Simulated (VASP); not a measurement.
# LiF (P6_3/mmc) in VASP: a series of runs

LiF is run at these levels: PBE, HSE06; tasks: single point, relaxation of cell and atoms.

Everything below comes from runs of VASP 6.6.1. Logs are shortened: lines on timing, memory, paths and dates and some standing lists are left out, and cuts for length are marked.

**1. The cell of the first run**

It takes space group P6_3/mmc (No. 194, hexagonal). Conventional cell: a = 2.830 Å, b = 2.830 Å, c = 4.877 Å, α = 90.00°, β = 90.00°, γ = 120.00°. Within 2.7 Å of Li (site symmetry -3m) lie 6 F at 2.04 Å and 2 Li at 2.44 Å. Within 2.7 Å of F (site symmetry -6m2) lie 6 Li at 2.04 Å.

**2. Single point, PBE**

File INCAR:

```
PREC = Accurate
ENCUT = 520
EDIFF = 1E-6
ISMEAR = -1
SIGMA = 0.02
LREAL = F
LASPH = T
NELM = 100
ALGO = Normal
ISIF = 2
LWAVE = F
LCHARG = T
GGA = PE
LELF = T
LVHAR = T
NBANDS = 18
```

File KPOINTS:

```
Automatic mesh
0
Gamma
  12 12 6
```

File POSCAR:

```
LiF
1.0
    2.8300672695      0.0000000000      0.0000000000
   -1.4150336347      2.4509101498      0.0000000000
    0.0000000000      0.0000000000      4.8772215583
Li F
2 2
Direct
    0.0000000000      0.0000000000      0.0000000000
    0.0000000000      0.0000000000      0.5000000000
    0.3333333333      0.6666666667      0.2500000000
    0.6666666667      0.3333333333      0.7500000000
```

Potentials or basis: VASP PAW PBE potentials, release 64 (Li_sv, F).

The run is started by

```
$ cat potpaw_PBE.64/Li_sv/POTCAR potpaw_PBE.64/F/POTCAR > POTCAR
$ mpirun -np 1 vasp_std > vasp.out
```

OUTCAR:

```text
PREC = Accurate
   ENCUT = 520
   EDIFF = 1E-6
   ISMEAR = -1
   LREAL = F
   LASPH = T
   NELM = 100
   ISIF = 2
   GGA = PE

 ion  position               nearest neighbor table
   1  0.000  0.000  0.000-   3 2.04   4 2.04   3 2.04   4 2.04   4 2.04   3 2.04   2 2.44   2 2.44

   2  0.000  0.000  0.500-   3 2.04   4 2.04   3 2.04   4 2.04   4 2.04   3 2.04   1 2.44   1 2.44

   3  0.333  0.667  0.250-   1 2.04   2 2.04   1 2.04   2 2.04   1 2.04   2 2.04
   4  0.667  0.333  0.750-   1 2.04   2 2.04   1 2.04   2 2.04   1 2.04   2 2.04

  LATTYP: Found a hexagonal cell.
 ALAT       =     2.8300672695
 C/A-ratio  =     1.7233588794

  Lattice vectors:

 A1 = (   2.8300672695,   0.0000000000,   0.0000000000)
 A2 = (  -1.4150336347,   2.4509101498,   0.0000000000)
 A3 = (   0.0000000000,   0.0000000000,   4.8772215583)

Analysis of symmetry for initial positions (statically):
=====================================================================
 Subroutine PRICEL returns:
 Original cell was already a primitive cell.

 Routine SETGRP: Setting up the symmetry group for a
 hexagonal supercell.

 Subroutine GETGRP returns: Found 24 space group operations
 (whereof 12 operations were pure point group operations)
 out of a pool of 24 trial point group operations.

The static configuration has the point symmetry D_3d.
 The point group associated with its full space group is D_6h.

Analysis of symmetry for dynamics (positions and initial velocities):
=====================================================================
 Subroutine PRICEL returns:
 Original cell was already a primitive cell.

 Routine SETGRP: Setting up the symmetry group for a
 hexagonal supercell.

 Subroutine GETGRP returns: Found 24 space group operations
 (whereof 12 operations were pure point group operations)
 out of a pool of 24 trial point group operations.

The dynamic configuration has the point symmetry D_3d.
 The point group associated with its full space group is D_6h.

 Subroutine INISYM returns: Found 24 space group operations
 (whereof 12 operations are pure point group operations),
 and found     1 'primitive' translations

----------------------------------------------------------------------------------------

                                     Primitive cell

  volume of cell :      33.8296

  direct lattice vectors                    reciprocal lattice vectors
     2.830067270  0.000000000  0.000000000     0.353348491  0.204005847  0.000000000
    -1.415033635  2.450910150  0.000000000     0.000000000  0.408011693  0.000000000
     0.000000000  0.000000000  4.877221558     0.000000000  0.000000000  0.205034770

  length of vectors
     2.830067270  2.830067269  4.877221558     0.408011693  0.408011693  0.205034770

  position of ions in fractional coordinates (direct lattice)
     0.000000000  0.000000000  0.000000000
     0.000000000  0.000000000  0.500000000
     0.333333333  0.666666667  0.250000000
     0.666666667  0.333333333  0.750000000

  ion indices of the primitive-cell ions
   primitive index   ion index
                 1           1
                 2           2
                 3           3
                 4           4

----------------------------------------------------------------------------------------

 KPOINTS: Automatic mesh

Automatic generation of k-mesh.
 Grid dimensions read from file:
 generate k-points for:   12   12    6

 Generating k-lattice:

  Cartesian coordinates                     Fractional coordinates (reciprocal lattice)
     0.029445708  0.017000487  0.000000000     0.083333333  0.000000000  0.000000000
     0.000000000  0.034000974  0.000000000     0.000000000  0.083333333  0.000000000
     0.000000000  0.000000000  0.034172462     0.000000000  0.000000000  0.166666667

  Length of vectors
     0.034000974  0.034000974  0.034172462

  Shift w.r.t. Gamma in fractional coordinates (k-lattice)
     0.000000000  0.000000000  0.000000000

 Subroutine IBZKPT returns following result:
 ===========================================

 Found     76 irreducible k-points:

 Following reciprocal coordinates:
            Coordinates               Weight
  0.000000  0.000000  0.000000      1.000000
  0.083333 -0.000000  0.000000      6.000000
  0.166667 -0.000000  0.000000      6.000000
  0.250000  0.000000  0.000000      6.000000
  0.333333 -0.000000  0.000000      6.000000
  0.416667  0.000000  0.000000      6.000000
[... 16 lines left out ...]
  0.250000  0.000000  0.166667     12.000000
  0.333333 -0.000000  0.166667     12.000000
 [... further k-points ...]
   k-points           NKPTS =     76   k-points in BZ     NKDIM =     76   number of bands    NBANDS=     18
   number of dos      NEDOS =    301   number of ions     NIONS =      4
   total plane-waves  NPLWV =  20736
   dimension x,y,z NGX =    24 NGY =   24 NGZ =   36
   dimension x,y,z NGXF=    48 NGYF=   48 NGZF=   72
   ions per type =               2   2
   NGX,Y,Z   is equivalent  to a cutoff of  14.10, 14.10, 12.27 a.u.
   NGXF,Y,Z  is equivalent  to a cutoff of  28.20, 28.20, 24.54 a.u.
 SYSTEM =  unknown system
   PREC   = accura    normal or accurate (medium, high low for compatibility)
   ISTART =      0    job   : 0-new  1-cont  2-samecut
   ICHARG =      2    charge: 1-file 2-atom 10-const
   ISPIN  =      1    spin polarized calculation?
   LNONCOLLINEAR =      F non collinear calculations
   LSORBIT =      F    spin-orbit coupling
   LASPH  =      T    aspherical Exc in radial PAW
   ENCUT  =  520.0 eV  38.22 Ry    6.18 a.u.   5.26  5.26  9.07*2*pi/ulx,y,z
   NELM   =    100;   NELMIN=  2; NELMDL= -5     # of ELM steps
   EDIFF  = 0.1E-05   stopping-criterion for ELM
   LREAL  =      F    real-space projection
   EDIFFG = 0.1E-04   stopping-criterion for IOM
   NSW    =      0    number of steps for IOM
   IBRION =     -1    ionic relax: 0-MD 1-quasi-New 2-CG
   NFREE  =      0    steps in history (QN), initial steepest desc. (CG)
   ISIF   =      2    stress and relaxation
   ISYM   =      2    0-nonsym 1-usesym 2-fastsym
   POTIM  = 0.5000    time-step for ionic-motion
   TEBEG  =    0.0;   TEEND  =   0.0 temperature during run
   PSTRESS=    0.0 pullay stress
   NELECT =      20.0000    total number of electrons
   NUPDOWN=      -1.0000    fix difference up-down
   EMIN   =  10.00;   EMAX   =-10.00  energy-range for DOS
   EFERMI =   0.00;   METHOD = LEGACY
   ISMEAR =    -1;   SIGMA  =   0.02  broadening in eV -4-tet -1-fermi 0-gaus
   EFERMI_NEDOS =   21; number of points for ismear=-14 and -15
   IALGO  =     38    algorithm
   IMIX   =      4    mixing-type and parameters
     AMIX     =   0.40;   BMIX     =  1.00
     AMIX_MAG =   1.60;   BMIX_MAG =  1.00
  volume/ion in A,a.u.               =       8.46        57.07
  Fermi-wavevector in a.u.,A,eV,Ry     =   1.373998  2.596479 25.686020  1.887869
  Thomas-Fermi vector in A             =   2.499464
   LORBIT       =      0    0 simple, 1 ext, 2 COOP (PROOUT), +10 PAW based schemes
   GGA     = PE    functional components
   LHFCALC =     F    Hartree Fock is set to
   AEXX    =    0.0000 exact exchange contribution
   IVDW    =     0    specifies the selected vdW correction
   LEPSILON=     F    determine dielectric tensor
   LRPA    =     F    only Hartree local field effects (RPA)
 non-spin polarized calculation
  energy-cutoff  :      520.00
  volume of cell :       33.83
 maximum number of plane-waves:       922
 NGX is ok and might be reduce to    24
   NGX = 11   NGY = 11   NGZ = 19

 number of electron      19.9999996 magnetization

 Free energy of the ion-electron system (eV)
  ---------------------------------------------------
  ext. energy  EPLUGINS =         0.00000000
  ---------------------------------------------------
  free energy    TOTEN  =       -19.10953069 eV

  energy without entropy =      -19.10953069  energy(sigma->0) =      -19.10953069

 E-fermi :  -0.6984     XC(G=0):  -9.8096

 val. band max:       -1.1241764490   @ k =   0.0000   0.0000   0.0000
 cond. band min:       7.5833898663   @ k =   0.0000   0.0000   0.0000
 fundamental gap:      8.7075663153
 Fermi energy:        -0.6983667703

 k-point     1 :       0.0000    0.0000    0.0000
  band No.  band energies     occupation
      1     -42.3693      2.00000
      2     -42.2913      2.00000
      3     -21.0979      2.00000
      4     -20.7749      2.00000
      5      -3.6602      2.00000
      6      -1.4079      2.00000
[... 10 lines left out ...]
     17      21.5767      0.00000
     18      21.5767      0.00000

 k-point     2 :       0.0833   -0.0000    0.0000
  band No.  band energies     occupation
      1     -42.3665      2.00000
      2     -42.2894      2.00000
      3     -21.0731      2.00000
      4     -20.7516      2.00000
      5      -3.6269      2.00000
      6      -1.5063      2.00000
[... 10 lines left out ...]
     17      20.9915      0.00000
     18      21.4114      0.00000

 k-point     3 :       0.1667   -0.0000    0.0000
  band No.  band energies     occupation
      1     -42.3586      2.00000
      2     -42.2839      2.00000
      3     -21.0013      2.00000
      4     -20.6872      2.00000
      5      -3.5279      2.00000
      6      -2.0272      2.00000
[... 10 lines left out ...]
     17      19.5710      0.00000
     18      19.9031      0.00000

 k-point     4 :       0.2500    0.0000    0.0000
  band No.  band energies     occupation
      1     -42.3480      2.00000
      2     -42.2763      2.00000
      3     -20.8971      2.00000
      4     -20.6016      2.00000
      5      -3.3697      2.00000
      6      -2.6347      2.00000
[... 375 lines left out ...]
      4     -20.7091      2.00000
      5      -3.4213      2.00000
      6      -1.9898      2.00000
[... 10 lines left out ...]
     17      19.3374      0.00000
     18      19.7421      0.00000

 k-point    23 :       0.2500    0.0000    0.1667
  band No.  band energies     occupation
      1     -42.3432      2.00000
      2     -42.2811      2.00000
      3     -20.8780      2.00000
      4     -20.6218      2.00000
      5      -3.3199      2.00000
      6      -2.5542      2.00000
[... 10 lines left out ...]
     17      18.6970      0.00000
     18      18.8818      0.00000

 k-point    24 :       0.3333   -0.0000    0.1667
  band No.  band energies     occupation
      1     -42.3327      2.00000
      2     -42.2733      2.00000
      3     -20.7669      2.00000
      4     -20.5378      2.00000
      5      -3.3661      2.00000
      6      -3.0213      2.00000
[... 10 lines left out ...]
     17      18.1745      0.00000
     18      18.7519      0.00000

 [... further k-points ...]
[... 5 lines left out ...]
  --------------------------------------------------------------------------------------
  -------------------------------------------------------------------------------------
  Total       -0.1037481     -0.1037481     -0.0935464     -0.0000000      0.0000000      0.0000000
  in kB       -4.9135337     -4.9135337     -4.4303791     -0.0000000      0.0000000      0.0000000
  external PRESSURE =      -4.7524822 kB  Pullay stress =       0.0000000 kB

 VOLUME and BASIS-vectors are now :
 -----------------------------------------------------------------------------
  energy-cutoff  :      520.00
  volume of cell :       33.83
      direct lattice vectors                 reciprocal lattice vectors
     2.830067270  0.000000000  0.000000000     0.353348491  0.204005847  0.000000000
    -1.415033635  2.450910150  0.000000000     0.000000000  0.408011693  0.000000000
     0.000000000  0.000000000  4.877221558     0.000000000  0.000000000  0.205034770

 POSITION                                       TOTAL-FORCE (eV/Angst)
 -----------------------------------------------------------------------------------
      0.00000      0.00000      0.00000         0.000000      0.000000     -0.000000
      0.00000      0.00000      2.43861         0.000000      0.000000     -0.000000
     -0.00000      1.63394      1.21931         0.000000     -0.000000      0.000000
      1.41503      0.81697      3.65792        -0.000000      0.000000      0.000000
 -----------------------------------------------------------------------------------
    total drift:                               -0.000000      0.000000     -0.000000

  FREE ENERGIE OF THE ION-ELECTRON SYSTEM (eV)
  ---------------------------------------------------
  free  energy   TOTEN  =       -19.1095306920 eV

  energy  without entropy=      -19.1095306919  energy(sigma->0) =      -19.10953069
```

Wall time 36 s (1 thread of Intel Xeon Platinum 8259CL at 2.50GHz (Skylake/Cascade Lake), shared host); peak memory 0.16 GiB.

What came out:

```
Free energy            : -19.1095 eV
Band gap on the k mesh : 8.71 eV, direct
```

Caveat: the cutoff is under 1.25 times the usual one of these potentials, so pressure, stress and relaxed cells hold a basis-set (Pulay) error.

**3. Relaxation of cell and atoms, PBE**

This run uses another cell than the first one, of 4.78 Å³/atom, 0.565 times its volume.

File INCAR:

```
PREC = Accurate
ENCUT = 600
EDIFF = 1E-6
ISMEAR = -1
SIGMA = 0.02
LREAL = False
LASPH = True
NELM = 100
ALGO = Normal
ISIF = 3
LWAVE = False
LCHARG = False
GGA = PE
IBRION = 2
NSW = 80
EDIFFG = -0.005
```

KPOINTS is that of step 2.

File POSCAR:

```
LiF
1.0
    2.3837460000      0.0000000000      0.0000000000
   -1.1918730000      2.0643845922      0.0000000000
    0.0000000000      0.0000000000      3.8855059800
Li F
2 2
Direct
    0.0000000000      0.0000000000      0.0000000000
    0.0000000000      0.0000000000      0.5000000000
    0.3333333333      0.6666666667      0.2500000000
    0.6666666667      0.3333333333      0.7500000000
```

Potentials or basis: VASP PAW PBE potentials, release 64 (Li_sv, F).

The run is started by

```
$ cat potpaw_PBE.64/Li_sv/POTCAR potpaw_PBE.64/F/POTCAR > POTCAR
$ mpirun -np 1 vasp_std > vasp.out
```

OUTCAR:

```text
PREC = Accurate
   ENCUT = 600
   EDIFF = 1E-6
   ISMEAR = -1
   LREAL = False
   LASPH = True
   NELM = 100
   ISIF = 3
   GGA = PE
   IBRION = 2
   NSW = 80
   EDIFFG = -0.005

 ion  position               nearest neighbor table
   1  0.000  0.000  0.000-   3 1.68   4 1.68   4 1.68   3 1.68   4 1.68   3 1.68   2 1.94   2 1.94

   2  0.000  0.000  0.500-   3 1.68   4 1.68   4 1.68   3 1.68   4 1.68   3 1.68   1 1.94   1 1.94

   3  0.333  0.667  0.250-   1 1.68   2 1.68   1 1.68   2 1.68   1 1.68   2 1.68
   4  0.667  0.333  0.750-   1 1.68   2 1.68   1 1.68   2 1.68   1 1.68   2 1.68

  LATTYP: Found a hexagonal cell.
 ALAT       =     2.3837460000
 C/A-ratio  =     1.6300000000

  Lattice vectors:

 A1 = (   2.3837460000,   0.0000000000,   0.0000000000)
 A2 = (  -1.1918730000,   2.0643845922,   0.0000000000)
 A3 = (   0.0000000000,   0.0000000000,   3.8855059800)

Analysis of symmetry for initial positions (statically):
[... 200 lines left out ...]
     10       3.6498      2.00000
     11      17.5152      0.00000
     12      19.3632      0.00000
     13      27.6716      0.00000
     14      27.6716      0.00000
[... 580 lines left out ...]
--------------------------------------- Ionic step        6  -------------------------------------------

 number of electron      19.9999953 magnetization

 Free energy of the ion-electron system (eV)
  ---------------------------------------------------
  ext. energy  EPLUGINS =         0.00000000
  ---------------------------------------------------
  free energy    TOTEN  =       -18.90243488 eV

  energy without entropy =      -18.90243488  energy(sigma->0) =      -18.90243488

 E-fermi :  -0.2605     XC(G=0): -10.1918

 val. band max:       -0.6742125956   @ k =   0.0000   0.0000   0.0000
 cond. band min:       8.9649225155   @ k =   0.0000   0.0000   0.0000
 fundamental gap:      9.6391351110
 Fermi energy:        -0.2604939018

 k-point     1 :       0.0000    0.0000    0.0000
  band No.  band energies     occupation
      1     -41.7516      2.00000
      2     -41.6394      2.00000
      3     -20.8267      2.00000
      4     -20.4332      2.00000
      5      -3.3906      2.00000
      6      -0.8790      2.00000
      7      -0.8639      2.00000
      8      -0.8639      2.00000
      9      -0.6742      2.00000
     10      -0.6742      2.00000
     11       8.9649      0.00000
     12      10.2683      0.00000
     13      16.4596      0.00000
     14      19.5061      0.00000
[... 422 lines left out ...]
  FREE ENERGIE OF THE ION-ELECTRON SYSTEM (eV)
  ---------------------------------------------------
  free  energy   TOTEN  =       -18.9024348819 eV

  energy  without entropy=      -18.9024348819  energy(sigma->0) =      -18.90243488

 reached required accuracy - stopping structural energy minimisation
```

OSZICAR:

```text
N       E                     dE             d eps       ncg     rms          rms(c)
DAV:   1     0.125950145661E+03    0.12595E+03   -0.13254E+04  2136   0.178E+03
DAV:   2    -0.100149714521E+02   -0.13597E+03   -0.13486E+03  2500   0.395E+02
DAV:   3    -0.166170757006E+02   -0.66021E+01   -0.65783E+01  3410   0.739E+01
DAV:   4    -0.168130275174E+02   -0.19595E+00   -0.19591E+00  2552   0.125E+01
[... 50 lines left out ...]
DAV:   1    -0.189065579025E+02   -0.44195E-02   -0.65529E-02  2224   0.270E+00    0.521E-01
DAV:   2    -0.189025619216E+02    0.39960E-02   -0.13983E-02  2206   0.116E+00    0.991E-02
DAV:   3    -0.189024937634E+02    0.68158E-04   -0.25425E-04  2650   0.156E-01    0.539E-02
DAV:   4    -0.189024354630E+02    0.58300E-04   -0.59446E-05  3684   0.814E-02    0.633E-03
DAV:   5    -0.189024348819E+02    0.58114E-06   -0.24334E-06  2306   0.173E-02
   6 F= -.18902435E+02 E0= -.18902435E+02  d E =-.295985E-03
```

Wall time 98 s (1 thread of Intel Xeon Platinum 8259CL at 2.50GHz (Skylake/Cascade Lake), shared host); peak memory 0.14 GiB.

What came out:

```
Free energy                            : -18.9024 eV
Relaxed volume                         : 7.81 Å³/atom
Relaxed cell                           : a = 2.770 Å, b = 2.770 Å, c = 4.702 Å, α = 90.00°, β = 90.00°, γ = 120.00°
Space group after relaxing (to 0.05 Å) : P6_3/mmc (No. 194)
Energy gained by relaxing              : 852.3 meV/atom
Ionic steps                            : 6
Pressure after relaxing                : 0.0 GPa
Band gap on the k mesh                 : 9.64 eV, direct
```

The path:
```
step  energy change (eV)  largest force (eV/Å)  pressure (GPa)  volume (Å³)
   1              0.0000                0.0000          127.11        19.12
   2             -3.4039                0.0000           -1.61        31.64
   3             -3.4051                0.0000            0.63        31.12
   4             -3.4084                0.0000            0.63        31.10
   5             -3.4090                0.0000            0.63        31.09
   6             -3.4093                0.0000           -0.01        31.24
```

Final structure:
```cif
data_structure
_symmetry_space_group_name_H-M 'P 1'
_symmetry_Int_Tables_number 1
_cell_length_a 2.7699
_cell_length_b 2.7699
_cell_length_c 4.7016
_cell_angle_alpha 90.000
_cell_angle_beta 90.000
_cell_angle_gamma 120.000
_cell_volume 31.24
loop_
_atom_site_label
_atom_site_type_symbol
_atom_site_fract_x
_atom_site_fract_y
_atom_site_fract_z
_atom_site_occupancy
Li1 Li 0.00000 0.00000 0.00000 1
Li2 Li 0.00000 0.00000 0.50000 1
F1 F 0.33333 0.66667 0.25000 1
F2 F 0.66667 0.33333 0.75000 1
```

Levels at points of the mesh, in eV from the valence-band top:
| k point | band 7 | band 8 | band 9 | band 10 | band 11 | band 12 | band 13 | band 14 |
| --- | --- | --- | --- | --- | --- | --- | --- | --- |
| (0.00, 0.00, 0.00) | -0.19 | -0.19 | 0.00 | 0.00 | 9.64 | 10.94 | 17.13 | 20.18 |
| (0.50, 0.00, 0.00) | -1.94 | -1.01 | -0.66 | -0.29 | 11.42 | 15.53 | 15.88 | 16.59 |
| (0.00, 0.00, 0.50) | -0.10 | -0.10 | -0.10 | -0.10 | 10.76 | 10.76 | 17.70 | 17.70 |
| (0.50, 0.00, 0.50) | -0.91 | -0.91 | -0.66 | -0.66 | 13.01 | 13.01 | 16.90 | 16.90 |

Caveat: the cutoff is under 1.25 times the usual one of these potentials, so pressure, stress and relaxed cells hold a basis-set (Pulay) error; the volume moved by over 15 % at a fixed basis, so the end points are rough. A k mesh can miss the band edges.

(Continued in part 2 of 2.)
